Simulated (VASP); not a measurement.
Runs of VASP 6.6.1 on Zr2H3. The structure is that of space group I4/mmm (No. 139), or close to it. The cells are those of the table. 

```tsv
task	spin	cell	k mesh	cutoff (eV)	gap on the mesh (eV)	pressure (GPa)	relaxed volume (Å³/atom)
relaxation of cell and atoms	off	relaxed from a = 4.776 Å, angles 127.3, 127.3, 77.7°, 5 atoms	12 × 12 × 12	600	none	-0.1	13.36
single point	off	a = 4.777 Å, angles 127.4, 127.4, 77.6°, 5 atoms	12 × 12 × 12	520	none	-0.1	-
relaxation of cell and atoms	off	relaxed from a = 4.438 Å, angles 119.2, 119.2, 91.4°, 5 atoms	6 × 6 × 6	600	none	-0.1	(a)
single point	off	a = 4.438 Å, angles 119.2, 119.2, 91.4°, 5 atoms	6 × 6 × 6	520	none	25.5	-
single point	off	a = 4.776 Å, angles 127.3, 127.3, 77.7°, 5 atoms	6 × 6 × 6	520	none	-0.1	-
single point	collinear, ferromagnetic start	a = 4.776 Å, angles 127.3, 127.3, 77.7°, 5 atoms	6 × 6 × 6	520	none	-0.1	-
```

Alike in all rows: level PBE; potentials or basis VASP PAW PBE potentials, release 64 (Zr_sv, H); smearing gaussian 0.1 eV.

**Question.** Estimate the missing entries.

**Answer.** (a) 13.38.

A k mesh can miss the band edges, and the runs leave out spin-orbit coupling on Zr.

A gap of «none» marks levels without a gap at the run's occupations.
